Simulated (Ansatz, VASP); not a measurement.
# Cu3Pt: VASP beside Ansatz

```
Cu Pt
1.0
     3.71000    0.00000    0.00000
     0.00000    3.71000    0.00000
     0.00000    0.00000    3.71000
Cu Pt
3 1
Direct
  0.00000 0.50000 0.50000
  0.50000 0.00000 0.50000
  0.50000 0.50000 0.00000
  0.00000 0.00000 0.00000
```

Alike in both runs: task single point; functional LDA; k mesh 9 × 9 × 9; occupations fermi-dirac, width 0.05 eV; no spin polarisation.

```csv
,VASP,Ansatz
version,VASP 6.6.1,Ansatz 0.2.0
potentials or method,"VASP PAW LDA potentials, release 64 (Cu, Pt), cutoff 520 eV","all-electron LAPW, scalar-relativistic"
```

VASP gave:

- pressure (GPa): -11.3

Q: Estimate Ansatz's values.

A: Pressure (GPa): -12.1.

LDA's correlation is that of Perdew and Zunger in VASP and of Perdew and Wang (1992) in Ansatz. Ansatz ran all-electron here, and VASP with PAW potentials.

Neither program's run includes spin-orbit coupling.
